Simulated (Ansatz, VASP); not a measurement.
## Bi in VASP and in Ansatz

File INCAR:

```
  ALGO = Normal
  EDIFF = 1E-6
  ENCUT = 500
  GGA = PS
  GGA_COMPAT = False
  ISIF = 2
  ISMEAR = 0
  IVDW = 12
  LASPH = True
  LCHARG = True
  LELF = True
  LREAL = False
  LVHAR = True
  LWAVE = False
  NBANDS = 14
  NELM = 120
  PREC = Accurate
  SIGMA = 0.1
```

Contents of KPOINTS:

```
k-points
0
Gamma
  6 6 6
```

The input POSCAR:

```
Bi
1.0
   -1.9814305318      1.9814305318      1.9814305318
    1.9814305318     -1.9814305318      1.9814305318
    1.9814305318      1.9814305318     -1.9814305318
Bi
1
Direct
    0.0000000000      0.0000000000      0.0000000000
```

Input for Ansatz:

```yaml
crystal:
  lattice:
    - [-1.9814305318, 1.9814305318, 1.9814305318]
    - [1.9814305318, -1.9814305318, 1.9814305318]
    - [1.9814305318, 1.9814305318, -1.9814305318]
  atoms:
    - { symbol: Bi, position: [0.0, 0.0, 0.0] }
basis:
  ecutwfc: 420
kpoints:
  mp_grid: { grid: [6, 6, 6] }
hamiltonian:
  xc: pbesol
  dispersion: d3bj
scf:
  occupations: { method: gaussian, width: 0.1 }
output:
  forces: true
  stress: true
  eigenvalues: true
```

Alike in both runs: task single point; functional PBEsol; dispersion D3(BJ); k mesh 6 × 6 × 6; occupations gaussian, width 0.1 eV; no spin polarisation.

|  | VASP | Ansatz |
| --- | --- | --- |
| version | VASP 6.6.1 | Ansatz 0.2.0 |
| potentials or method | VASP PAW PBE potentials, release 64 (Bi_d), cutoff 500 eV | scalar-relativistic, plane waves, PAW |
| valence electrons in the cell | 15 | 15 |

Ansatz gave:

- gap on the k mesh at the Fermi level (eV): none
- pressure (GPa): -4.6

Question: Estimate VASP's values.

Answer: gap on the k mesh at the Fermi level (eV): none; pressure (GPa): -4.7.

VASP's potentials were made for PBE, not for PBEsol. A gap of «none» marks a metal or a gap that the smearing closes.

The k mesh is coarse, so the values compare programs but aren't converged. Neither program's run includes spin-orbit coupling.
